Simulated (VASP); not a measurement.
A run of VASP 6.6.1 is set up as follows.

Contents of INCAR:

```
PREC = Accurate
ENCUT = 520
EDIFF = 1E-8
ISMEAR = 0
SIGMA = 0.01
LREAL = F
LASPH = T
NELM = 60
ALGO = Normal
ISIF = 2
LWAVE = F
LCHARG = F
METAGGA = R2SCAN
LMIXTAU = T
LCALCEPS = T
```

Contents of KPOINTS:

```
regular mesh
0
Gamma
  6 6 4
```

File POSCAR:

```
Mg2SO
1.0
    3.4083939438      0.0000000000      0.0000000000
    0.0000000000      3.4083939438      0.0000000000
    0.0000000000      0.0000000000      4.7611186781
O Mg S
1 2 1
Direct
    0.0000000000      0.0000000000      0.0000000000
    0.0000000000      0.0000000000      0.5000000000
    0.5000000000      0.5000000000      0.0000000000
    0.5000000000      0.5000000000      0.5000000000
```

Potentials or basis: VASP PAW PBE potentials, release 64 (O, Mg, S).

Run with:

```console
$ cat potpaw_PBE.64/O/POTCAR potpaw_PBE.64/Mg/POTCAR potpaw_PBE.64/S/POTCAR > POTCAR
$ mpirun -np 1 vasp_std > vasp.out
```

Problem. What does it give for the electronic dielectric tensor (diagonal)?

Solution. 4.12, 4.12, 4.04.

Problem. Predict the Born charges (mean of the diagonal).

Solution. O -2.37; Mg +2.10, +2.14; S -1.86 e.

Problem. What does it give for the band gap on the k mesh?

Solution. 3.95 eV, direct.

Born effective charge tensors (e):
atom 1, O
```
-2.29  0.00  0.00
 0.00 -2.29  0.00
 0.00  0.00 -2.53
```
atom 2, Mg
```
2.21 0.00 0.00
0.00 2.21 0.00
0.00 0.00 1.87
```
atom 3, Mg
```
2.02 0.00 0.00
0.00 2.02 0.00
0.00 0.00 2.38
```
atom 4, S
```
-1.94  0.00  0.00
 0.00 -1.94  0.00
 0.00  0.00 -1.72
```

 A k mesh can miss the band edges.
